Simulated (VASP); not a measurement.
# Sn: single point with PBEsol

Crystal: Sn.

```
Sn
1.0
    -1.72929    1.72929    1.72929
     1.72929   -1.72929    1.72929
     1.72929    1.72929   -1.72929
Sn
1
Direct
  0.00000 0.00000 0.00000
```

This isn't the form of Sn at room conditions, which is tetragonal (white tin).

```
Program             : VASP 6.6.1
Task                : single point
Functional          : PBEsol
Potentials or basis : VASP PAW PBE potentials, release 64 (Sn_d)
Cutoff              : 500 eV
k mesh              : 15 × 15 × 15
Occupations         : fermi-dirac, width 0.05 eV
Spin                : no spin polarisation
```

```
Pressure               : 22.7 GPa
Band gap on the k mesh : zero (bands 7 and 8 overlap by 14.30 eV)
```

Levels at points of the mesh, in eV from the Fermi level:
| k point | band 3 | band 4 | band 5 | band 6 | band 7 | band 8 | band 9 | band 10 | band 11 | band 12 |
| --- | --- | --- | --- | --- | --- | --- | --- | --- | --- | --- |
| (0.00, 0.00, 0.00) | -21.68 | -21.37 | -21.37 | -13.33 | 10.92 | 10.92 | 10.92 | 12.64 | 12.64 | 12.64 |

Wall time 7.5 s on 1 thread of Intel(R) Xeon(R) 6975P-C (Granite Rapids), on a shared host, peak memory 0.15 GiB.

Caveat: the cell stands under pressure; the PAW data sets were made with another functional, which shifts forces and pressure a little; spin-orbit coupling is left out, which moves the levels of the heavy elements.
